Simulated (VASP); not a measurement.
# Pb (Fm-3m) in VASP: further runs

The runs below take Pb through single point, relaxation of cell and atoms, with r2SCAN.

Everything below comes from runs of VASP 6.6.1. Logs are shortened: lines on timing, memory, paths and dates and some standing lists are left out, and cuts for length are marked.

### 1 The cell of the first run

Symmetry: Fm-3m, No. 225, cubic system. Conventional cell: a = 4.990 Å, b = 4.990 Å, c = 4.990 Å, α = 90.00°, β = 90.00°, γ = 90.00°. Within 4.6 Å of Pb (site symmetry m-3m) lie 12 Pb at 3.53 Å.

### 2 Single point, r2SCAN

File POSCAR:

```
Pb
1.0
    0.0000000000      2.4947547435      2.4947547435
    2.4947547435      0.0000000000      2.4947547435
    2.4947547435      2.4947547435      0.0000000000
Pb
1
Direct
    0.0000000000      0.0000000000      0.0000000000
```

File INCAR.step1:

```
SYSTEM = Pb
  PREC = Accurate
  ENCUT = 520
  ISMEAR = 0
  SIGMA = 0.1
  LREAL = .False.
  LASPH = .True.
  NELM = 60
  NBANDS = 13
  GGA = PE
  ALGO = Normal
  EDIFF = 1E-4
  LWAVE = .True.
  LCHARG = .False.
```

File INCAR.step2:

```
SYSTEM = Pb
  PREC = Accurate
  ENCUT = 520
  EDIFF = 1E-7
  ISMEAR = 0
  SIGMA = 0.1
  LREAL = .False.
  LASPH = .True.
  NELM = 60
  ALGO = Normal
  ISIF = 2
  LWAVE = .False.
  LCHARG = .False.
  METAGGA = R2SCAN
  LMIXTAU = .True.
  NBANDS = 13
  ISTART = 1
```

File KPOINTS:

```
regular mesh
0
Gamma
  6 6 6
  0 0 0
```

Potentials or basis: VASP PAW PBE potentials, release 64 (Pb_d).

The run is started by

```sh
cat potpaw_PBE.64/Pb_d/POTCAR > POTCAR
cp INCAR.step1 INCAR
mpirun -np 1 vasp_std > vasp.out
cp INCAR.step2 INCAR
mpirun -np 1 vasp_std > vasp.out
```

OUTCAR:

```text
SYSTEM = Pb
   PREC = Accurate
   ENCUT = 520
   EDIFF = 1E-7
   ISMEAR = 0
   LREAL = .False.
   LASPH = .True.
   NELM = 60
   ISIF = 2
   METAGGA = R2SCAN
   ISTART = 1

 ion  position               nearest neighbor table
   1  0.000  0.000  0.000-

  LATTYP: Found a face centered cubic cell.
 ALAT       =     4.9895094870

  Lattice vectors:

 A1 = (   0.0000000000,   2.4947547435,   2.4947547435)
 A2 = (   2.4947547435,   0.0000000000,   2.4947547435)
 A3 = (   2.4947547435,   2.4947547435,   0.0000000000)

Analysis of symmetry for initial positions (statically):
=====================================================================
 Subroutine PRICEL returns:
 Original cell was already a primitive cell.

 Routine SETGRP: Setting up the symmetry group for a
 face centered cubic supercell.

 Subroutine GETGRP returns: Found 48 space group operations
 (whereof 48 operations were pure point group operations)
 out of a pool of 48 trial point group operations.

The static configuration has the point symmetry O_h .

Analysis of symmetry for dynamics (positions and initial velocities):
=====================================================================
 Subroutine PRICEL returns:
 Original cell was already a primitive cell.

 Routine SETGRP: Setting up the symmetry group for a
 face centered cubic supercell.

 Subroutine GETGRP returns: Found 48 space group operations
 (whereof 48 operations were pure point group operations)
 out of a pool of 48 trial point group operations.

The dynamic configuration has the point symmetry O_h .

 Subroutine INISYM returns: Found 48 space group operations
 (whereof 48 operations are pure point group operations),
 and found     1 'primitive' translations

----------------------------------------------------------------------------------------

                                     Primitive cell

  volume of cell :      31.0537

  direct lattice vectors                    reciprocal lattice vectors
     0.000000000  2.494754744  2.494754744    -0.200420503  0.200420503  0.200420503
     2.494754744  0.000000000  2.494754744     0.200420503 -0.200420503  0.200420503
     2.494754744  2.494754744  0.000000000     0.200420503  0.200420503 -0.200420503

  length of vectors
     3.528115993  3.528115993  3.528115993     0.347138494  0.347138494  0.347138494

  position of ions in fractional coordinates (direct lattice)
     0.000000000  0.000000000  0.000000000

  ion indices of the primitive-cell ions
   primitive index   ion index
                 1           1

----------------------------------------------------------------------------------------

 KPOINTS: regular mesh

Automatic generation of k-mesh.
 Grid dimensions read from file:
 generate k-points for:    6    6    6

 Generating k-lattice:

  Cartesian coordinates                     Fractional coordinates (reciprocal lattice)
    -0.033403417  0.033403417  0.033403417     0.166666667  0.000000000  0.000000000
     0.033403417 -0.033403417  0.033403417     0.000000000  0.166666667  0.000000000
     0.033403417  0.033403417 -0.033403417     0.000000000  0.000000000  0.166666667

  Length of vectors
     0.057856416  0.057856416  0.057856416

  Shift w.r.t. Gamma in fractional coordinates (k-lattice)
     0.000000000  0.000000000  0.000000000

 Subroutine IBZKPT returns following result:
 ===========================================

 Found     16 irreducible k-points:

 Following reciprocal coordinates:
            Coordinates               Weight
  0.000000  0.000000  0.000000      1.000000
  0.166667  0.000000  0.000000      8.000000
  0.333333  0.000000  0.000000      8.000000
  0.500000  0.000000  0.000000      4.000000
  0.166667  0.166667  0.000000      6.000000
  0.333333  0.166667  0.000000     24.000000
[... 8 lines left out ...]
 -0.333333  0.333333  0.166667     24.000000
 -0.333333  0.500000  0.166667     12.000000
   k-points           NKPTS =     16   k-points in BZ     NKDIM =     16   number of bands    NBANDS=     13
   number of dos      NEDOS =    301   number of ions     NIONS =      1
   total plane-waves  NPLWV =  21952
   dimension x,y,z NGX =    28 NGY =   28 NGZ =   28
   dimension x,y,z NGXF=    56 NGYF=   56 NGZF=   56
   ions per type =               1
   NGX,Y,Z   is equivalent  to a cutoff of  13.19, 13.19, 13.19 a.u.
   NGXF,Y,Z  is equivalent  to a cutoff of  26.39, 26.39, 26.39 a.u.
 SYSTEM =  Pb
   PREC   = accura    normal or accurate (medium, high low for compatibility)
   ISTART =      1    job   : 0-new  1-cont  2-samecut
   ICHARG =      0    charge: 1-file 2-atom 10-const
   ISPIN  =      1    spin polarized calculation?
   LNONCOLLINEAR =      F non collinear calculations
   LSORBIT =      F    spin-orbit coupling
   LASPH  =      T    aspherical Exc in radial PAW
   ENCUT  =  520.0 eV  38.22 Ry    6.18 a.u.   6.56  6.56  6.56*2*pi/ulx,y,z
   NELM   =     60;   NELMIN=  2; NELMDL=  0     # of ELM steps
   EDIFF  = 0.1E-06   stopping-criterion for ELM
   LREAL  =      F    real-space projection
   EDIFFG = 0.1E-05   stopping-criterion for IOM
   NSW    =      0    number of steps for IOM
   IBRION =     -1    ionic relax: 0-MD 1-quasi-New 2-CG
   NFREE  =      0    steps in history (QN), initial steepest desc. (CG)
   ISIF   =      2    stress and relaxation
   ISYM   =      2    0-nonsym 1-usesym 2-fastsym
   POTIM  = 0.5000    time-step for ionic-motion
   TEBEG  =    0.0;   TEEND  =   0.0 temperature during run
   PSTRESS=    0.0 pullay stress
   NELECT =      14.0000    total number of electrons
   NUPDOWN=      -1.0000    fix difference up-down
   EMIN   =  10.00;   EMAX   =-10.00  energy-range for DOS
   EFERMI =   0.00;   METHOD = LEGACY
   ISMEAR =     0;   SIGMA  =   0.10  broadening in eV -4-tet -1-fermi 0-gaus
   EFERMI_NEDOS =   21; number of points for ismear=-14 and -15
   IALGO  =     38    algorithm
   IMIX   =      4    mixing-type and parameters
     AMIX     =   0.40;   BMIX     =  1.00
     AMIX_MAG =   1.60;   BMIX_MAG =  1.00
  volume/ion in A,a.u.               =      31.05       209.56
  Fermi-wavevector in a.u.,A,eV,Ry     =   1.255297  2.372166 21.439643  1.575769
  Thomas-Fermi vector in A             =   2.389060
   LORBIT       =      0    0 simple, 1 ext, 2 COOP (PROOUT), +10 PAW based schemes
   METAGGA = R2SCAN    functional components
   LHFCALC =     F    Hartree Fock is set to
   AEXX    =    0.0000 exact exchange contribution
   IVDW    =     0    specifies the selected vdW correction
   LEPSILON=     F    determine dielectric tensor
   LRPA    =     F    only Hartree local field effects (RPA)
 non-spin polarized calculation
 Gauss-broadening in eV      SIGMA  =   0.10
  energy-cutoff  :      520.00
  volume of cell :       31.05
 maximum number of plane-waves:       869
 NGX is ok and might be reduce to    28
   NGX = 13   NGY = 13   NGZ = 13

 number of electron      14.0000000 magnetization

 Free energy of the ion-electron system (eV)
  ---------------------------------------------------
  ext. energy  EPLUGINS =         0.00000000
  ---------------------------------------------------
  free energy    TOTEN  =       -56.18753023 eV

  energy without entropy =      -56.18359344  energy(sigma->0) =      -56.18556183

 E-fermi :   7.1071     XC(G=0): -10.7863

 val. band max:        6.9452175428   @ k =  -0.3333   0.3333   0.1667
 cond. band min:       7.1844989786   @ k =   0.3333   0.1667   0.0000
 fundamental gap:      0.2392814358
 Fermi energy:         7.1070714224

 k-point     1 :       0.0000    0.0000    0.0000
  band No.  band energies     occupation
      1     -10.7236      2.00000
      2     -10.7236      2.00000
      3     -10.7236      2.00000
      4     -10.5899      2.00000
      5     -10.5899      2.00000
      6      -5.1628      2.00000
      7      14.5114      0.00000
      8      14.5114      0.00000
      9      14.5114      0.00000
     10      17.3275      0.00000
     11      18.9526      0.00000
     12      19.8919      0.00000
     13      19.8919      0.00000

 k-point     2 :       0.1667    0.0000    0.0000
  band No.  band energies     occupation
      1     -10.7259      2.00000
      2     -10.6946      2.00000
      3     -10.6946      2.00000
      4     -10.5834      2.00000
      5     -10.5834      2.00000
      6      -4.6147      2.00000
      7      10.3705      0.00000
      8      13.9280      0.00000
      9      13.9280      0.00000
     10      16.6368      0.00000
     11      20.3073      0.00000
     12      20.6160      0.00000
     13      20.6160      0.00000

 k-point     3 :       0.3333    0.0000    0.0000
  band No.  band energies     occupation
      1     -10.7406      2.00000
      2     -10.6995      2.00000
      3     -10.6995      2.00000
      4     -10.5052      2.00000
      5     -10.5052      2.00000
      6      -3.0280      2.00000
      7       5.4217      2.00000
      8      13.0203      0.00000
      9      13.0203      0.00000
     10      16.3836      0.00000
     11      18.1320      0.00000
     12      19.1745      0.00000
     13      19.1745      0.00000
[... 177 lines left out ...]
 k-point    15 :      -0.3333    0.3333    0.1667
  band No.  band energies     occupation
      1     -10.7284      2.00000
      2     -10.6870      2.00000
      3     -10.5955      2.00000
      4     -10.5595      2.00000
      5     -10.4488      2.00000
      6      -0.4846      2.00000
      7       4.3178      2.00000
      8       6.9452      1.97792
      9       9.1117      0.00000
     10      16.8387      0.00000
     11      18.7831      0.00000
     12      21.7983      0.00000
     13      21.8299      0.00000

 k-point    16 :      -0.3333    0.5000    0.1667
  band No.  band energies     occupation
      1     -10.7783      2.00000
      2     -10.7386      2.00000
      3     -10.5428      2.00000
      4     -10.5173      2.00000
      5     -10.4152      2.00000
      6       0.0346      2.00000
      7       4.4885      2.00000
      8       6.8843      1.99837
      9       7.6852      0.00000
     10      16.2346      0.00000
     11      17.0601      0.00000
     12      22.4526      0.00000
     13      22.8032      0.00000

------------------------ aborting loop because EDIFF is reached ----------------------------------------

  FORCE on cell =-STRESS in cart. coord.  units (eV):
  Direction    XX          YY          ZZ          XY          YZ          ZX
  --------------------------------------------------------------------------------------
  -------------------------------------------------------------------------------------
  Total        0.1709268      0.1709268      0.1709268      0.0000000      0.0000000      0.0000000
  in kB        8.8187511      8.8187511      8.8187511      0.0000000      0.0000000      0.0000000
  external PRESSURE =       8.8187511 kB  Pullay stress =       0.0000000 kB

 VOLUME and BASIS-vectors are now :
 -----------------------------------------------------------------------------
  energy-cutoff  :      520.00
  volume of cell :       31.05
      direct lattice vectors                 reciprocal lattice vectors
     0.000000000  2.494754744  2.494754744    -0.200420503  0.200420503  0.200420503
     2.494754744  0.000000000  2.494754744     0.200420503 -0.200420503  0.200420503
     2.494754744  2.494754744  0.000000000     0.200420503  0.200420503 -0.200420503

 POSITION                                       TOTAL-FORCE (eV/Angst)
 -----------------------------------------------------------------------------------
      0.00000      0.00000      0.00000         0.000000      0.000000     -0.000000
 -----------------------------------------------------------------------------------
    total drift:                               -0.000000      0.000000     -0.000000

  FREE ENERGIE OF THE ION-ELECTRON SYSTEM (eV)
  ---------------------------------------------------
  free  energy   TOTEN  =       -56.1875302281 eV

  energy  without entropy=      -56.1835934382  energy(sigma->0) =      -56.18556183
```

It took 86 s on 1 thread of AMD EPYC 7R13, shared host; peak memory 0.13 GiB.

What came out:

* Free energy: -56.1875 eV
* Pressure: 0.9 GPa
* Band gap on the k mesh: zero (bands 7 and 8 overlap by 9.15 eV)

Caveat: the k points lie up to 0.36 Å⁻¹ apart, too coarse for converged energies and pressures of a metal; the PAW data sets were made with another functional, which shifts forces and pressure a little; spin-orbit coupling is left out, which moves the levels of the heavy elements.

(Continued in part 2 of 2.)

The gap in the log of VASP goes by the Fermi energy; the results here count the filled bands.